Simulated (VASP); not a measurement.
A run of VASP 6.6.1:

Contents of INCAR:

```
SYSTEM = BAs
PREC = Accurate ; ENCUT = 520
EDIFF = 1E-6 ; ISMEAR = -1
SIGMA = 0.05 ; LREAL = .FALSE.
LASPH = .TRUE. ; NELM = 60
ALGO = Normal ; ISIF = 2
LWAVE = .FALSE. ; LCHARG = .TRUE.
GGA = RE ; LELF = .TRUE.
LVHAR = .TRUE. ; NBANDS = 11
```

File KPOINTS:

```
regular mesh
0
G
  8 8 8
  0 0 0
```

The input POSCAR:

```
BAs
1.0
    3.2358670400      0.0000000000      0.0000000000
    0.0000000000      3.2358670400      0.0000000000
    0.0000000000      0.0000000000      3.2358670400
B As
1 1
Direct
    0.0000000000      0.0000000000      0.0000000000
    0.5000000000      0.5000000000      0.5000000000
```

Potentials or basis: VASP PAW PBE potentials, release 64 (B, As).

Launch:

```sh
$ cat potpaw_PBE.64/B/POTCAR potpaw_PBE.64/As/POTCAR > POTCAR
$ mpirun -np 1 vasp_std > vasp.out
```

Hardware: 1 thread of AMD EPYC 7R13 (shared host).

Problem. How long does it take, and how much memory?

Solution. Run time: 17 s on 1 thread of AMD EPYC 7R13, with other jobs on the host, peak memory 0.11 GiB. Counts: scf iterations 11, k points 35.
